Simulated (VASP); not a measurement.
# SrO (Pm-3m) in VASP: further runs

The runs below take SrO through single point, with PBE, r2SCAN.

Program: VASP 6.6.1. These are calculated values, not measurements. Logs are shortened: lines on timing, memory, paths and dates and some standing lists are left out, and cuts for length are marked.

### Step 1. The cell of the first run

The structure is cubic, space group Pm-3m (No. 221). Conventional cell: a = 3.134 Å, b = 3.134 Å, c = 3.134 Å, α = 90.00°, β = 90.00°, γ = 90.00°. Sr (site symmetry m-3m) has 8 O at 2.71 Å and 6 Sr at 3.13 Å within 3.6 Å. O (site symmetry m-3m) has 8 Sr at 2.71 Å and 6 O at 3.13 Å within 3.6 Å.

### Step 2. Single point, PBE

Contents of INCAR:

```
SYSTEM = SrO
PREC = Accurate ; ENCUT = 520
EDIFF = 1E-6 ; ISMEAR = 0
SIGMA = 0.01 ; LREAL = .False.
LASPH = .True. ; NELM = 100
ALGO = Normal ; ISIF = 2
LWAVE = .False. ; LCHARG = .False.
GGA = PE ; NBANDS = 15
```

Contents of KPOINTS:

```
regular mesh
0
Gamma
  6 6 6
  0 0 0
```

Contents of POSCAR:

```
SrO
1.0
    3.1335790780      0.0000000000      0.0000000000
    0.0000000000      3.1335790780      0.0000000000
    0.0000000000      0.0000000000      3.1335790780
Sr O
1 1
Direct
    0.0000000000      0.0000000000      0.0000000000
    0.5000000000      0.5000000000      0.5000000000
```

Potentials or basis: VASP PAW PBE potentials, release 64 (Sr_sv, O).

Command:

```bash
cat potpaw_PBE.64/Sr_sv/POTCAR potpaw_PBE.64/O/POTCAR > POTCAR
mpirun -np 1 vasp_std > vasp.out
```

OUTCAR:

```text
SYSTEM = SrO
   PREC = Accurate
   ENCUT = 520
   EDIFF = 1E-6
   ISMEAR = 0
   LREAL = .False.
   LASPH = .True.
   NELM = 100
   ISIF = 2
   GGA = PE

 ion  position               nearest neighbor table
   1  0.000  0.000  0.000-   2 2.71   2 2.71   2 2.71   2 2.71   2 2.71   2 2.71   2 2.71   2 2.71

   2  0.500  0.500  0.500-   1 2.71   1 2.71   1 2.71   1 2.71   1 2.71   1 2.71   1 2.71   1 2.71

  LATTYP: Found a simple cubic cell.
 ALAT       =     3.1335790780

  Lattice vectors:

 A1 = (   3.1335790780,   0.0000000000,   0.0000000000)
 A2 = (   0.0000000000,   3.1335790780,   0.0000000000)
 A3 = (   0.0000000000,   0.0000000000,   3.1335790780)

Analysis of symmetry for initial positions (statically):
=====================================================================
 Subroutine PRICEL returns:
 Original cell was already a primitive cell.

 Routine SETGRP: Setting up the symmetry group for a
 simple cubic supercell.

 Subroutine GETGRP returns: Found 48 space group operations
 (whereof 48 operations were pure point group operations)
 out of a pool of 48 trial point group operations.

The static configuration has the point symmetry O_h .

Analysis of symmetry for dynamics (positions and initial velocities):
=====================================================================
 Subroutine PRICEL returns:
 Original cell was already a primitive cell.

 Routine SETGRP: Setting up the symmetry group for a
 simple cubic supercell.

 Subroutine GETGRP returns: Found 48 space group operations
 (whereof 48 operations were pure point group operations)
 out of a pool of 48 trial point group operations.

The dynamic configuration has the point symmetry O_h .

 Subroutine INISYM returns: Found 48 space group operations
 (whereof 48 operations are pure point group operations),
 and found     1 'primitive' translations

----------------------------------------------------------------------------------------

                                     Primitive cell

  volume of cell :      30.7696

  direct lattice vectors                    reciprocal lattice vectors
     3.133579078  0.000000000  0.000000000     0.319123908  0.000000000  0.000000000
     0.000000000  3.133579078  0.000000000     0.000000000  0.319123908  0.000000000
     0.000000000  0.000000000  3.133579078     0.000000000  0.000000000  0.319123908

  length of vectors
     3.133579078  3.133579078  3.133579078     0.319123908  0.319123908  0.319123908

  position of ions in fractional coordinates (direct lattice)
     0.000000000  0.000000000  0.000000000
     0.500000000  0.500000000  0.500000000

  ion indices of the primitive-cell ions
   primitive index   ion index
                 1           1
[... 82 lines left out ...]
   EFERMI =   0.00;   METHOD = LEGACY
   ISMEAR =     0;   SIGMA  =   0.01  broadening in eV -4-tet -1-fermi 0-gaus
   EFERMI_NEDOS =   21; number of points for ismear=-14 and -15
   IALGO  =     38    algorithm
   IMIX   =      4    mixing-type and parameters
     AMIX     =   0.40;   BMIX     =  1.00
     AMIX_MAG =   1.60;   BMIX_MAG =  1.00
  volume/ion in A,a.u.               =      15.38       103.82
  Fermi-wavevector in a.u.,A,eV,Ry     =   1.316459  2.487748 23.579789  1.733066
  Thomas-Fermi vector in A             =   2.446570
   LORBIT       =      0    0 simple, 1 ext, 2 COOP (PROOUT), +10 PAW based schemes
   GGA     = PE    functional components
   LHFCALC =     F    Hartree Fock is set to
   AEXX    =    0.0000 exact exchange contribution
   IVDW    =     0    specifies the selected vdW correction
   LEPSILON=     F    determine dielectric tensor
   LRPA    =     F    only Hartree local field effects (RPA)
 non-spin polarized calculation
 Gauss-broadening in eV      SIGMA  =   0.01
  energy-cutoff  :      520.00
  volume of cell :       30.77
 maximum number of plane-waves:       844
 NGX is ok and might be reduce to    24
   NGX = 11   NGY = 11   NGZ = 11

 number of electron      16.0000002 magnetization

 Free energy of the ion-electron system (eV)
  ---------------------------------------------------
  ext. energy  EPLUGINS =         0.00000000
  ---------------------------------------------------
  free energy    TOTEN  =       -11.22268110 eV

  energy without entropy =      -11.22268110  energy(sigma->0) =      -11.22268110

 E-fermi :   3.1161     XC(G=0): -10.6751

 val. band max:        2.9735087708   @ k =   0.5000   0.5000   0.0000
 cond. band min:       5.7243870823   @ k =   0.0000   0.0000   0.0000
 fundamental gap:      2.7508783115
 Fermi energy:         3.1161351415

 k-point     1 :       0.0000    0.0000    0.0000
  band No.  band energies     occupation
      1     -30.9675      2.00000
      2     -12.6681      2.00000
      3     -12.2123      2.00000
      4     -12.2123      2.00000
      5     -12.2123      2.00000
      6       2.8945      2.00000
      7       2.8945      2.00000
      8       2.8945      2.00000
      9       5.7244      0.00000
     10       5.7244      0.00000
     11       7.3708      0.00000
     12      13.2941      0.00000
     13      13.2941      0.00000
     14      13.2941      0.00000
[... 329 lines left out ...]
      2     -13.2405      2.00000
      3     -13.2405      2.00000
      4     -13.2405      2.00000
      5     -11.9861      2.00000
      6       0.1168      2.00000
      7       0.1168      2.00000
      8       0.1168      2.00000
      9      11.0870      0.00000
     10      11.0870      0.00000
     11      11.0870      0.00000
     12      15.9322      0.00000
     13      15.9338      0.00000
     14      16.3099      0.00000
     15      16.3099      0.00000

------------------------ aborting loop because EDIFF is reached ----------------------------------------

  FORCE on cell =-STRESS in cart. coord.  units (eV):
  Direction    XX          YY          ZZ          XY          YZ          ZX
  --------------------------------------------------------------------------------------
  -------------------------------------------------------------------------------------
  Total        0.1324888      0.1324888      0.1324888      0.0000000      0.0000000      0.0000000
  in kB        6.8987088      6.8987088      6.8987088      0.0000000      0.0000000      0.0000000
  external PRESSURE =       6.8987088 kB  Pullay stress =       0.0000000 kB

 VOLUME and BASIS-vectors are now :
 -----------------------------------------------------------------------------
  energy-cutoff  :      520.00
  volume of cell :       30.77
      direct lattice vectors                 reciprocal lattice vectors
     3.133579078  0.000000000  0.000000000     0.319123908  0.000000000  0.000000000
     0.000000000  3.133579078  0.000000000     0.000000000  0.319123908  0.000000000
     0.000000000  0.000000000  3.133579078     0.000000000  0.000000000  0.319123908

 POSITION                                       TOTAL-FORCE (eV/Angst)
 -----------------------------------------------------------------------------------
      0.00000      0.00000      0.00000         0.000000      0.000000      0.000000
      1.56679      1.56679      1.56679         0.000000      0.000000      0.000000
 -----------------------------------------------------------------------------------
    total drift:                                0.000000      0.000000     -0.000000

  FREE ENERGIE OF THE ION-ELECTRON SYSTEM (eV)
  ---------------------------------------------------
  free  energy   TOTEN  =       -11.2226811032 eV

  energy  without entropy=      -11.2226811032  energy(sigma->0) =      -11.22268110
```

OSZICAR:

```text
N       E                     dE             d eps       ncg     rms          rms(c)
DAV:   1     0.636974305570E+02    0.63697E+02   -0.85418E+03   600   0.105E+03
DAV:   2    -0.105174557834E+02   -0.74215E+02   -0.69619E+02   825   0.225E+02
DAV:   3    -0.131700395761E+02   -0.26526E+01   -0.26410E+01   737   0.370E+01
DAV:   4    -0.132222284823E+02   -0.52189E-01   -0.52183E-01   786   0.545E+00
DAV:   5    -0.132240337303E+02   -0.18052E-02   -0.18052E-02   804   0.758E-01    0.148E+01
DAV:   6    -0.113718418376E+02    0.18522E+01   -0.50399E+00   621   0.178E+01    0.173E+01
DAV:   7    -0.112570425564E+02    0.11480E+00   -0.27830E-01   659   0.410E+00    0.100E+01
DAV:   8    -0.112214629427E+02    0.35580E-01   -0.12224E-01   733   0.342E+00    0.791E-01
DAV:   9    -0.112226868098E+02   -0.12239E-02   -0.72968E-03   776   0.660E-01    0.228E-01
DAV:  10    -0.112226268030E+02    0.60007E-04   -0.63791E-04   670   0.277E-01    0.979E-02
DAV:  11    -0.112226795023E+02   -0.52699E-04   -0.86034E-05   674   0.890E-02    0.407E-02
DAV:  12    -0.112226817062E+02   -0.22038E-05   -0.90758E-06   881   0.324E-02    0.648E-03
DAV:  13    -0.112226811032E+02    0.60298E-06   -0.20702E-06   677   0.143E-02
   1 F= -.11222681E+02 E0= -.11222681E+02  d E =-.353742E-92
```

Wall time 3.3 s (1 thread of Intel Xeon 6975P-C (Granite Rapids), shared host); peak memory 0.14 GiB.

Results:

| Item | Value |
| --- | --- |
| Free energy | -11.2227 eV |
| Pressure | 0.7 GPa |
| Band gap on the k mesh | 2.75 eV, indirect (least direct gap 2.83 eV) |

Levels at points of the mesh, in eV from the valence-band top:
```
           k point  band 5  band 6  band 7  band 8  band 9  band 10  band 11  band 12
(0.00, 0.00, 0.00)  -15.19   -0.08   -0.08   -0.08    2.75     2.75     4.40    10.32
(0.50, 0.00, 0.00)  -14.00   -2.92   -0.64   -0.64    3.86     7.18     9.14     9.14
(0.50, 0.50, 0.00)  -14.85   -1.23   -1.23    0.00    4.09     4.48     7.45     7.45
(0.50, 0.50, 0.50)  -14.96   -2.86   -2.86   -2.86    8.11     8.11     8.11    12.96
```

A k mesh can miss the band edges.

### Step 3. Single point, PBE (volume changed by +3%)

Contents of INCAR:

```
PREC = Accurate ; ENCUT = 520
EDIFF = 1E-6 ; ISMEAR = 0
SIGMA = 0.01 ; LREAL = False
LASPH = True ; NELM = 100
ALGO = Normal ; ISIF = 2
LWAVE = False ; LCHARG = False
GGA = PE ; NBANDS = 15
```

Contents of KPOINTS:

```
Automatic mesh
0
Gamma
  6 6 6
```

Contents of POSCAR:

```
SrO
1.0
    3.1646066313      0.0000000000      0.0000000000
    0.0000000000      3.1646066313      0.0000000000
    0.0000000000      0.0000000000      3.1646066313
Sr O
1 1
Direct
    0.0000000000      0.0000000000      0.0000000000
    0.5000000000      0.5000000000      0.5000000000
```

Potentials or basis: VASP PAW PBE potentials, release 64 (Sr_sv, O).

Command:

```bash
cat potpaw_PBE.64/Sr_sv/POTCAR potpaw_PBE.64/O/POTCAR > POTCAR
mpirun -np 1 vasp_std > vasp.out
```

OUTCAR:

```text
PREC = Accurate
   ENCUT = 520
   EDIFF = 1E-6
   ISMEAR = 0
   LREAL = False
   LASPH = True
   NELM = 100
   ISIF = 2
   GGA = PE

 ion  position               nearest neighbor table
   1  0.000  0.000  0.000-   2 2.74   2 2.74   2 2.74   2 2.74   2 2.74   2 2.74   2 2.74   2 2.74

   2  0.500  0.500  0.500-   1 2.74   1 2.74   1 2.74   1 2.74   1 2.74   1 2.74   1 2.74   1 2.74

  LATTYP: Found a simple cubic cell.
 ALAT       =     3.1646066313

  Lattice vectors:

 A1 = (   3.1646066313,   0.0000000000,   0.0000000000)
 A2 = (   0.0000000000,   3.1646066313,   0.0000000000)
 A3 = (   0.0000000000,   0.0000000000,   3.1646066313)

Analysis of symmetry for initial positions (statically):
=====================================================================
 Subroutine PRICEL returns:
 Original cell was already a primitive cell.

 Routine SETGRP: Setting up the symmetry group for a
 simple cubic supercell.

 Subroutine GETGRP returns: Found 48 space group operations
 (whereof 48 operations were pure point group operations)
 out of a pool of 48 trial point group operations.

The static configuration has the point symmetry O_h .
[... 170 lines left out ...]
      5     -12.4950      2.00000
      6       2.7233      2.00000
      7       2.7233      2.00000
      8       2.7233      2.00000
      9       5.5687      0.00000
     10       5.5687      0.00000
     11       6.9113      0.00000
     12      12.9062      0.00000
     13      12.9062      0.00000
     14      12.9062      0.00000
[... 329 lines left out ...]
      2     -13.4539      2.00000
      3     -13.4539      2.00000
      4     -13.4539      2.00000
      5     -12.1195      2.00000
      6       0.0675      2.00000
      7       0.0675      2.00000
      8       0.0675      2.00000
      9      10.7246      0.00000
     10      10.7246      0.00000
     11      10.7246      0.00000
     12      15.4366      0.00000
     13      15.4368      0.00000
     14      15.7393      0.00000
     15      15.7393      0.00000

------------------------ aborting loop because EDIFF is reached ----------------------------------------

  FORCE on cell =-STRESS in cart. coord.  units (eV):
  Direction    XX          YY          ZZ          XY          YZ          ZX
  --------------------------------------------------------------------------------------
  -------------------------------------------------------------------------------------
  Total       -0.3657788     -0.3657788     -0.3657788      0.0000000      0.0000000      0.0000000
  in kB      -18.4914027    -18.4914027    -18.4914027      0.0000000      0.0000000      0.0000000
  external PRESSURE =     -18.4914027 kB  Pullay stress =       0.0000000 kB

 VOLUME and BASIS-vectors are now :
 -----------------------------------------------------------------------------
  energy-cutoff  :      520.00
  volume of cell :       31.69
      direct lattice vectors                 reciprocal lattice vectors
     3.164606631  0.000000000  0.000000000     0.315995040  0.000000000  0.000000000
     0.000000000  3.164606631  0.000000000     0.000000000  0.315995040  0.000000000
     0.000000000  0.000000000  3.164606631     0.000000000  0.000000000  0.315995040

 POSITION                                       TOTAL-FORCE (eV/Angst)
 -----------------------------------------------------------------------------------
      0.00000      0.00000      0.00000         0.000000      0.000000      0.000000
      1.58230      1.58230      1.58230         0.000000      0.000000      0.000000
 -----------------------------------------------------------------------------------
    total drift:                                0.000000      0.000000     -0.000000

  FREE ENERGIE OF THE ION-ELECTRON SYSTEM (eV)
  ---------------------------------------------------
  free  energy   TOTEN  =       -11.2198988053 eV

  energy  without entropy=      -11.2198988053  energy(sigma->0) =      -11.21989881
```

stdout:

```text
POSCAR found type information on POSCAR SrO
 POSCAR found :  2 types and       2 ions
 scaLAPACK will be used
 LDA part: xc-table for (Slater+PW92), standard interpolation
 POSCAR, INCAR and KPOINTS ok, starting setup
 FFT: planning ... GRIDC
 FFT: planning ... GRID_SOFT
 FFT: planning ... GRID
 WAVECAR not read
 entering main loop
```

Run time: 3.2 s. Hardware: 1 thread of Intel Xeon 6975P-C (Granite Rapids), shared host; peak memory 0.14 GiB.

What came out:

```
Free energy            : -11.2199 eV
Pressure               : -1.8 GPa
Band gap on the k mesh : 2.75 eV, indirect (least direct gap 2.85 eV)
```

Levels at points of the mesh, in eV from the valence-band top:
| k point | band 5 | band 6 | band 7 | band 8 | band 9 | band 10 | band 11 | band 12 |
| --- | --- | --- | --- | --- | --- | --- | --- | --- |
| (0.00, 0.00, 0.00) | -15.31 | -0.09 | -0.09 | -0.09 | 2.75 | 2.75 | 4.09 | 10.09 |
| (0.50, 0.00, 0.00) | -14.09 | -2.86 | -0.61 | -0.61 | 3.82 | 6.96 | 8.92 | 8.92 |
| (0.50, 0.50, 0.00) | -15.01 | -1.23 | -1.23 | 0.00 | 4.00 | 4.38 | 7.32 | 7.32 |
| (0.50, 0.50, 0.50) | -14.94 | -2.75 | -2.75 | -2.75 | 7.91 | 7.91 | 7.91 | 12.62 |

 A k mesh can miss the band edges.

(Part 1 of 2 ends here.)
